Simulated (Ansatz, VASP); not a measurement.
MgO in VASP and in Ansatz

```xyz
4
Lattice="3.5948 0.0000 0.0000 -1.7974 3.1132 0.0000 0.0000 0.0000 4.3279" Properties=species:S:1:pos:R:3 pbc="T T T"
Mg    1.7974    1.0377    3.2459
Mg    0.0000    2.0755    1.0820
O     1.7974    1.0377    1.0820
O     0.0000    2.0755    3.2459
```

Alike in both runs: task single point; functional PBE; k mesh 9 × 9 × 6; occupations gaussian, width 0.05 eV; no spin polarisation.

```csv
,VASP,Ansatz
version,VASP 6.6.1,Ansatz 0.2.0
potentials or method,"VASP PAW PBE potentials, release 64 (Mg, O), cutoff 520 eV","scalar-relativistic, plane waves, PAW"
valence electrons in the cell,16,32
```

```tsv
	VASP	Ansatz	Ansatz less VASP
gap on the k mesh at the Fermi level (eV)	2.95	2.97	+0.021
least direct gap on the mesh (eV)	2.95	2.97	+0.021
pressure (GPa)	-7.4	-6.8	+0.57
traceless stress, the component that is largest in VASP (GPa)	-0.32	-0.23	+0.088
```

The functional is the same, so the differences come from potentials, cutoffs and numerics. VASP's potentials hold 16 valence electrons a cell and Ansatz's 32, so a difference there can come from the potentials and not from the codes.
